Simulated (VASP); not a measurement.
# Hg (Fd-3m) in VASP: further runs

Runs on Hg. Level: LDA. Tasks: density of states.

Everything below comes from runs of VASP 6.6.1. Logs are shortened: lines on timing, memory, paths and dates and some standing lists are left out, and cuts for length are marked.

### 1 The cell of the first run

The structure is cubic, space group Fd-3m (No. 227). The conventional cell has a = 5.664 Å, b = 5.664 Å, c = 5.664 Å, α = 90.00°, β = 90.00°, γ = 90.00°. Within 3.2 Å of Hg (site symmetry -43m) lie 4 Hg at 2.45 Å.

### 2 Density of states, LDA (volume scaled by 0.68)

POSCAR reads:

```
Hg
1.0
    0.0000000000      2.8320073623      2.8320073623
    2.8320073623      0.0000000000      2.8320073623
    2.8320073623      2.8320073623      0.0000000000
Hg
2
Direct
   -0.1250000000     -0.1250000000     -0.1250000000
    0.1250000000      0.1250000000      0.1250000000
```

INCAR.step1 reads:

```
PREC     = Accurate       # precision mode
ENCUT    = 520            # plane-wave cutoff, eV
EDIFF    = 1E-7           # SCF threshold, eV
ISMEAR   = -1             # smearing method
SIGMA    = 0.1            # smearing width, eV
LREAL    = F              # projectors in reciprocal space
LASPH    = T              # aspherical terms in the spheres
NELM     = 100            # most SCF steps
ALGO     = Normal         # electronic algorithm
ISIF     = 2              # what is computed and relaxed
LWAVE    = F              # write WAVECAR
LCHARG   = T              # write CHGCAR
GGA      = CA             # functional
NBANDS   = 19             # bands
```

KPOINTS.step1 reads:

```
regular mesh
0
Gamma
  12 12 12
```

INCAR.step2 reads:

```
PREC     = Accurate       # precision mode
ENCUT    = 520            # plane-wave cutoff, eV
EDIFF    = 1E-7           # SCF threshold, eV
ISMEAR   = -5             # smearing method
SIGMA    = 0.1            # smearing width, eV
LREAL    = F              # projectors in reciprocal space
LASPH    = T              # aspherical terms in the spheres
NELM     = 100            # most SCF steps
ALGO     = Normal         # electronic algorithm
ISIF     = 2              # what is computed and relaxed
LWAVE    = F              # write WAVECAR
LCHARG   = F              # write CHGCAR
GGA      = CA             # functional
LORBIT   = 11             # projections on sites
NBANDS   = 19             # bands
NEDOS    = 2001           # points of the DOS
ICHARG   = 11             # starting density
```

KPOINTS.step2 reads:

```
regular mesh
0
Gamma
  18 18 18
```

Potentials or basis: VASP PAW LDA potentials, release 64 (Hg).

Run with:

```bash
$ cat potpaw_LDA.64/Hg/POTCAR > POTCAR
$ cp INCAR.step1 INCAR
$ cp KPOINTS.step1 KPOINTS
$ mpirun -np 1 vasp_std > vasp.out
$ cp INCAR.step2 INCAR
$ cp KPOINTS.step2 KPOINTS
$ mpirun -np 1 vasp_std > vasp.out
```

OUTCAR:

```text
PREC = Accurate
   ENCUT = 520
   EDIFF = 1E-7
   ISMEAR = -5
   LREAL = F
   LASPH = T
   NELM = 100
   ISIF = 2
   GGA = CA
   LORBIT = 11
   ICHARG = 11

 ion  position               nearest neighbor table
   1  0.875  0.875  0.875-   2 2.45   2 2.45   2 2.45   2 2.45
   2  0.125  0.125  0.125-   1 2.45   1 2.45   1 2.45   1 2.45

  LATTYP: Found a face centered cubic cell.
 ALAT       =     5.6640147246

  Lattice vectors:

 A1 = (   0.0000000000,   2.8320073623,   2.8320073623)
 A2 = (   2.8320073623,   0.0000000000,   2.8320073623)
 A3 = (   2.8320073623,   2.8320073623,   0.0000000000)

Analysis of symmetry for initial positions (statically):
=====================================================================
 Subroutine PRICEL returns:
 Original cell was already a primitive cell.

 Routine SETGRP: Setting up the symmetry group for a
 face centered cubic supercell.

 Subroutine GETGRP returns: Found 48 space group operations
 (whereof 12 operations were pure point group operations)
 out of a pool of 48 trial point group operations.

The static configuration has the point symmetry D_3d.
 The point group associated with its full space group is O_h .

Analysis of symmetry for dynamics (positions and initial velocities):
=====================================================================
 Subroutine PRICEL returns:
 Original cell was already a primitive cell.

 Routine SETGRP: Setting up the symmetry group for a
 face centered cubic supercell.

 Subroutine GETGRP returns: Found 48 space group operations
 (whereof 12 operations were pure point group operations)
 out of a pool of 48 trial point group operations.

The dynamic configuration has the point symmetry D_3d.
 The point group associated with its full space group is O_h .

 Subroutine INISYM returns: Found 48 space group operations
 (whereof 12 operations are pure point group operations),
 and found     1 'primitive' translations

----------------------------------------------------------------------------------------

                                     Primitive cell

  volume of cell :      45.4269

  direct lattice vectors                    reciprocal lattice vectors
[... 84 lines left out ...]
   LNONCOLLINEAR =      F non collinear calculations
   LSORBIT =      F    spin-orbit coupling
   LASPH  =      T    aspherical Exc in radial PAW
   ENCUT  =  520.0 eV  38.22 Ry    6.18 a.u.   7.45  7.45  7.45*2*pi/ulx,y,z
   NELM   =    100;   NELMIN=  2; NELMDL=  0     # of ELM steps
   EDIFF  = 0.1E-06   stopping-criterion for ELM
   LREAL  =      F    real-space projection
   EDIFFG = 0.1E-05   stopping-criterion for IOM
   NSW    =      0    number of steps for IOM
   IBRION =     -1    ionic relax: 0-MD 1-quasi-New 2-CG
   NFREE  =      0    steps in history (QN), initial steepest desc. (CG)
   ISIF   =      2    stress and relaxation
   ISYM   =      2    0-nonsym 1-usesym 2-fastsym
   POTIM  = 0.5000    time-step for ionic-motion
   TEBEG  =    0.0;   TEEND  =   0.0 temperature during run
   PSTRESS=    0.0 pullay stress
   NELECT =      24.0000    total number of electrons
   NUPDOWN=      -1.0000    fix difference up-down
   EMIN   =  10.00;   EMAX   =-10.00  energy-range for DOS
   EFERMI =   0.00;   METHOD = LEGACY
   ISMEAR =    -5;   SIGMA  =   0.10  broadening in eV -4-tet -1-fermi 0-gaus
   EFERMI_NEDOS =   21; number of points for ismear=-14 and -15
   IALGO  =     38    algorithm
   IMIX   =      4    mixing-type and parameters
     AMIX     =   0.40;   BMIX     =  1.00
     AMIX_MAG =   1.60;   BMIX_MAG =  1.00
  volume/ion in A,a.u.               =      22.71       153.28
  Fermi-wavevector in a.u.,A,eV,Ry     =   1.323450  2.500958 23.830875  1.751520
  Thomas-Fermi vector in A             =   2.453057
   LORBIT       =     11    0 simple, 1 ext, 2 COOP (PROOUT), +10 PAW based schemes
   GGA     = CA    functional components
   LHFCALC =     F    Hartree Fock is set to
   AEXX    =    0.0000 exact exchange contribution
   IVDW    =     0    specifies the selected vdW correction
   LEPSILON=     F    determine dielectric tensor
   LRPA    =     F    only Hartree local field effects (RPA)
 non-spin polarized calculation
 Fermi weights with tetrahedron method with Bloechl corrections
  energy-cutoff  :      520.00
  volume of cell :       45.43
 maximum number of plane-waves:      1243
 NGX is ok and might be reduce to    30

 number of electron      23.9999994 magnetization

 Free energy of the ion-electron system (eV)
  ---------------------------------------------------
  ext. energy  EPLUGINS =         0.00000000
  ---------------------------------------------------
  free energy    TOTEN  =         0.34232593 eV

  energy without entropy =        0.34232593  energy(sigma->0) =        0.34232593

 E-fermi :   3.3758     XC(G=0): -11.0737

 val. band max:        3.3604660139   @ k =  -0.3333   0.5000   0.1667
 cond. band min:       3.1407422730   @ k =  -0.2778   0.5000   0.2222
 fundamental gap:     -0.2197237409
 Fermi energy:         3.3758050722

 k-point     1 :       0.0000    0.0000    0.0000
  band No.  band energies     occupation
      1      -7.2062      2.00000
      2      -6.2289      2.00000
      3      -6.2289      2.00000
      4      -6.2289      2.00000
      5      -6.2064      2.00000
      6      -6.2064      2.00000
[... 505 lines left out ...]
      6      -5.6966      2.00000
[... 11 lines left out ...]
     18      13.8665      0.00000
     19      14.5930      0.00000

 [... further k-points ...]
[... 5 lines left out ...]
  --------------------------------------------------------------------------------------
  -------------------------------------------------------------------------------------
  Total       11.2299596     11.2299596     11.2299596     -0.0000000      0.0000000      0.0000000
  in kB      396.0733744    396.0733744    396.0733744     -0.0000000      0.0000000      0.0000000
  external PRESSURE =     396.0733744 kB  Pullay stress =       0.0000000 kB

 VOLUME and BASIS-vectors are now :
 -----------------------------------------------------------------------------
  energy-cutoff  :      520.00
  volume of cell :       45.43
      direct lattice vectors                 reciprocal lattice vectors
     0.000000000  2.832007362  2.832007362    -0.176553213  0.176553213  0.176553213
     2.832007362  0.000000000  2.832007362     0.176553213 -0.176553213  0.176553213
     2.832007362  2.832007362  0.000000000     0.176553213  0.176553213 -0.176553213

 POSITION                                       TOTAL-FORCE (eV/Angst)
 -----------------------------------------------------------------------------------
      4.95601      4.95601      4.95601         0.000000      0.000000      0.000000
      0.70800      0.70800      0.70800        -0.000000     -0.000000     -0.000000
 -----------------------------------------------------------------------------------
    total drift:                               -0.000000      0.000000      0.000000

  FREE ENERGIE OF THE ION-ELECTRON SYSTEM (eV)
  ---------------------------------------------------
  free  energy   TOTEN  =         0.3423259345 eV

  energy  without entropy=        0.3423259345  energy(sigma->0) =        0.34232593

 total charge

# of ion       s       p       d       tot
------------------------------------------
    1        0.958   0.560   9.395  10.913
    2        0.958   0.560   9.395  10.913
--------------------------------------------------
tot          1.917   1.120  18.789  21.827
```

Run time: 2.8 min. Hardware: 1 thread of Intel Xeon Platinum 8488C (Sapphire Rapids), shared host; peak memory 0.24 GiB.

Results:

| Item | Value |
| --- | --- |
| Valence electrons inside the program's atomic spheres | Hg 10.91 |

Levels at points of the mesh, in eV from the Fermi level:
```csv
k point,band 8,band 9,band 10,band 11,band 12,band 13,band 14,band 15,band 16,band 17
"(0.00, 0.00, 0.00)",-7.24,-7.24,-6.09,-6.09,7.35,7.88,7.88,7.88,8.19,8.91
"(0.50, 0.00, 0.00)",-7.02,-6.22,-6.22,-4.50,-4.49,4.48,4.48,7.33,7.84,9.85
"(0.50, 0.50, 0.00)",-7.91,-6.01,-6.01,-3.48,-3.48,0.86,0.86,5.86,5.86,17.72
```

Caveat: the cell differs from its parent crystal (volume scaled by 0.68); spin-orbit coupling is left out, which moves the levels of the heavy elements; tetrahedron occupations give inexact forces and stress in metals.

### 3 Density of states, LDA

This run uses another cell than the first one, of 33.40 Å³/atom, 1.471 times its volume.

POSCAR reads:

```
Hg
1.0
    0.0000000000      3.2205106560      3.2205106560
    3.2205106560      0.0000000000      3.2205106560
    3.2205106560      3.2205106560      0.0000000000
Hg
2
Direct
   -0.1250000000     -0.1250000000     -0.1250000000
    0.1250000000      0.1250000000      0.1250000000
```

INCAR.step1 reads:

```
SYSTEM = Hg
ALGO = Normal
EDIFF = 1E-6
ENCUT = 520
ISIF = 2
ISMEAR = -1
LASPH = .True.
LCHARG = .True.
LREAL = .False.
LWAVE = .False.
NBANDS = 19
NELM = 60
PREC = Accurate
SIGMA = 0.1
```

KPOINTS.step1 reads:

```
k-points
0
Gamma
  12 12 12
  0 0 0
```

INCAR.step2 reads:

```
SYSTEM = Hg
ALGO = Normal
EDIFF = 1E-6
ENCUT = 520
ICHARG = 11
ISIF = 2
ISMEAR = -5
LASPH = .True.
LCHARG = .False.
LORBIT = 11
LREAL = .False.
LWAVE = .False.
NBANDS = 19
NEDOS = 1001
NELM = 60
PREC = Accurate
SIGMA = 0.1
```

KPOINTS.step2 reads:

```
k-points
0
Gamma
  18 18 18
  0 0 0
```

Potentials or basis: VASP PAW LDA potentials, release 64 (Hg).

Run with:

```bash
$ cat potpaw_LDA.64/Hg/POTCAR > POTCAR
$ cp INCAR.step1 INCAR
$ cp KPOINTS.step1 KPOINTS
$ mpirun -np 1 vasp_std > vasp.out
$ cp INCAR.step2 INCAR
$ cp KPOINTS.step2 KPOINTS
$ mpirun -np 1 vasp_std > vasp.out
```

OUTCAR:

```text
SYSTEM = Hg
   EDIFF = 1E-6
   ENCUT = 520
   ICHARG = 11
   ISIF = 2
   ISMEAR = -5
   LASPH = .True.
   LORBIT = 11
   LREAL = .False.
   NELM = 60
   PREC = Accurate

 ion  position               nearest neighbor table
   1  0.875  0.875  0.875-   2 2.79   2 2.79   2 2.79   2 2.79
   2  0.125  0.125  0.125-   1 2.79   1 2.79   1 2.79   1 2.79

  LATTYP: Found a face centered cubic cell.
 ALAT       =     6.4410213120

  Lattice vectors:

 A1 = (   0.0000000000,   3.2205106560,   3.2205106560)
 A2 = (   3.2205106560,   0.0000000000,   3.2205106560)
 A3 = (   3.2205106560,   3.2205106560,   0.0000000000)

Analysis of symmetry for initial positions (statically):
=====================================================================
 Subroutine PRICEL returns:
 Original cell was already a primitive cell.

 Routine SETGRP: Setting up the symmetry group for a
 face centered cubic supercell.

 Subroutine GETGRP returns: Found 48 space group operations
 (whereof 12 operations were pure point group operations)
 out of a pool of 48 trial point group operations.

The static configuration has the point symmetry D_3d.
 The point group associated with its full space group is O_h .

Analysis of symmetry for dynamics (positions and initial velocities):
=====================================================================
 Subroutine PRICEL returns:
 Original cell was already a primitive cell.

 Routine SETGRP: Setting up the symmetry group for a
 face centered cubic supercell.

 Subroutine GETGRP returns: Found 48 space group operations
 (whereof 12 operations were pure point group operations)
 out of a pool of 48 trial point group operations.

The dynamic configuration has the point symmetry D_3d.
 The point group associated with its full space group is O_h .

 Subroutine INISYM returns: Found 48 space group operations
 (whereof 12 operations are pure point group operations),
 and found     1 'primitive' translations

----------------------------------------------------------------------------------------

[... 115 lines left out ...]
  volume/ion in A,a.u.               =      33.40       225.41
  Fermi-wavevector in a.u.,A,eV,Ry     =   1.163797  2.199257 18.428045  1.354423
  Thomas-Fermi vector in A             =   2.300342
   LORBIT       =     11    0 simple, 1 ext, 2 COOP (PROOUT), +10 PAW based schemes
   GGA     = CA    functional components
   LHFCALC =     F    Hartree Fock is set to
   AEXX    =    0.0000 exact exchange contribution
   IVDW    =     0    specifies the selected vdW correction
   LEPSILON=     F    determine dielectric tensor
   LRPA    =     F    only Hartree local field effects (RPA)
 non-spin polarized calculation
 Fermi weights with tetrahedron method with Bloechl corrections
  energy-cutoff  :      520.00
  volume of cell :       66.80
 maximum number of plane-waves:      1826
 NGX is ok and might be reduce to    36

 number of electron      24.0000001 magnetization

 Free energy of the ion-electron system (eV)
  ---------------------------------------------------
  ext. energy  EPLUGINS =         0.00000000
  ---------------------------------------------------
  free energy    TOTEN  =        -1.37737767 eV

  energy without entropy =       -1.37737767  energy(sigma->0) =       -1.37737767

 E-fermi :   0.7820     XC(G=0):  -9.1417

 val. band max:        0.7573296227   @ k =  -0.3333   0.4444   0.2222
 cond. band min:       0.7540556179   @ k =  -0.4444   0.3333   0.0000
 fundamental gap:     -0.0032740048
 Fermi energy:         0.7819633539

 k-point     1 :       0.0000    0.0000    0.0000
  band No.  band energies     occupation
      1      -7.2792      2.00000
      2      -7.1247      2.00000
      3      -7.1247      2.00000
      4      -7.1247      2.00000
      5      -7.0468      2.00000
      6      -7.0468      2.00000
[... 505 lines left out ...]
      6      -6.8085      2.00000
[... 11 lines left out ...]
     18       8.9960      0.00000
     19       9.6487      0.00000

 [... further k-points ...]
[... 5 lines left out ...]
  --------------------------------------------------------------------------------------
  -------------------------------------------------------------------------------------
  Total        0.2098874      0.2098874      0.2098874      0.0000000     -0.0000000      0.0000000
  in kB        5.0337620      5.0337620      5.0337620      0.0000000     -0.0000000      0.0000000
  external PRESSURE =       5.0337620 kB  Pullay stress =       0.0000000 kB

 VOLUME and BASIS-vectors are now :
 -----------------------------------------------------------------------------
  energy-cutoff  :      520.00
  volume of cell :       66.80
      direct lattice vectors                 reciprocal lattice vectors
     0.000000000  3.220510656  3.220510656    -0.155254881  0.155254881  0.155254881
     3.220510656  0.000000000  3.220510656     0.155254881 -0.155254881  0.155254881
     3.220510656  3.220510656  0.000000000     0.155254881  0.155254881 -0.155254881

 POSITION                                       TOTAL-FORCE (eV/Angst)
 -----------------------------------------------------------------------------------
      5.63589      5.63589      5.63589         0.000000      0.000000      0.000000
      0.80513      0.80513      0.80513        -0.000000     -0.000000     -0.000000
 -----------------------------------------------------------------------------------
    total drift:                                0.000000      0.000000      0.000000

  FREE ENERGIE OF THE ION-ELECTRON SYSTEM (eV)
  ---------------------------------------------------
  free  energy   TOTEN  =        -1.3773776674 eV

  energy  without entropy=       -1.3773776674  energy(sigma->0) =       -1.37737767

 total charge

# of ion       s       p       d       tot
------------------------------------------
    1        0.922   0.263   9.328  10.513
    2        0.922   0.263   9.328  10.513
--------------------------------------------------
tot          1.844   0.526  18.656  21.026
```

OUTCAR.step1:

```text
SYSTEM = Hg
   EDIFF = 1E-6
   ENCUT = 520
   ISIF = 2
   ISMEAR = -1
   LASPH = .True.
   LREAL = .False.
[... 750 lines left out ...]
      5.63589      5.63589      5.63589         0.000000      0.000000      0.000000
      0.80513      0.80513      0.80513        -0.000000     -0.000000     -0.000000
 -----------------------------------------------------------------------------------
    total drift:                                0.000000      0.000000      0.000000

  FREE ENERGIE OF THE ION-ELECTRON SYSTEM (eV)
  ---------------------------------------------------
  free  energy   TOTEN  =        -1.3939529953 eV

  energy  without entropy=       -1.3598858839  energy(sigma->0) =       -1.37691944
```

OSZICAR.step1:

```text
N       E                     dE             d eps       ncg     rms          rms(c)
DAV:   1     0.168272020777E+03    0.16827E+03   -0.11823E+04  2736   0.116E+03
DAV:   2     0.290900290453E+01   -0.16536E+03   -0.15766E+03  2841   0.297E+02
DAV:   3    -0.150886873658E+01   -0.44179E+01   -0.44013E+01  3175   0.532E+01
DAV:   4    -0.151982611449E+01   -0.10957E-01   -0.10948E-01  2967   0.265E+00
DAV:   5    -0.151985929968E+01   -0.33185E-04   -0.33185E-04  3011   0.132E-01    0.543E+00
DAV:   6    -0.140949829796E+01    0.11036E+00   -0.24447E-01  3124   0.483E+00    0.408E+00
DAV:   7    -0.139567163199E+01    0.13827E-01   -0.32552E-02  3038   0.130E+00    0.173E+00
DAV:   8    -0.139392290866E+01    0.17487E-02   -0.37467E-03  2862   0.732E-01    0.871E-02
DAV:   9    -0.139393938334E+01   -0.16475E-04   -0.47715E-05  3087   0.659E-02    0.214E-02
DAV:  10    -0.139395290685E+01   -0.13524E-04   -0.12219E-05  2906   0.323E-02    0.496E-03
DAV:  11    -0.139395299529E+01   -0.88443E-07   -0.39475E-07  2218   0.616E-03
   1 F= -.13939530E+01 E0= -.13769194E+01  d E =-.340671E-01
```

Wall time 3.3 min (1 thread of Intel Xeon Platinum 8488C (Sapphire Rapids), shared host); peak memory 0.3 GiB.

What came out:

```yaml
Valence_electrons_inside_the_program's_atomic_spheres: Hg 10.51
```

Levels at points of the mesh, in eV from the Fermi level:
| k point | band 9 | band 10 | band 11 | band 12 | band 13 | band 14 | band 15 | band 16 |
| --- | --- | --- | --- | --- | --- | --- | --- | --- |
| (0.00, 0.00, 0.00) | -6.60 | -6.16 | -6.16 | 3.75 | 5.33 | 5.33 | 5.33 | 6.63 |
| (0.50, 0.00, 0.00) | -6.16 | -6.16 | -4.72 | -3.21 | 3.24 | 3.24 | 4.09 | 7.33 |
| (0.50, 0.50, 0.00) | -6.05 | -6.05 | -3.59 | -3.59 | 1.03 | 1.03 | 4.38 | 4.38 |

Caveat: spin-orbit coupling is left out, which moves the levels of the heavy elements; tetrahedron occupations give inexact forces and stress in metals.
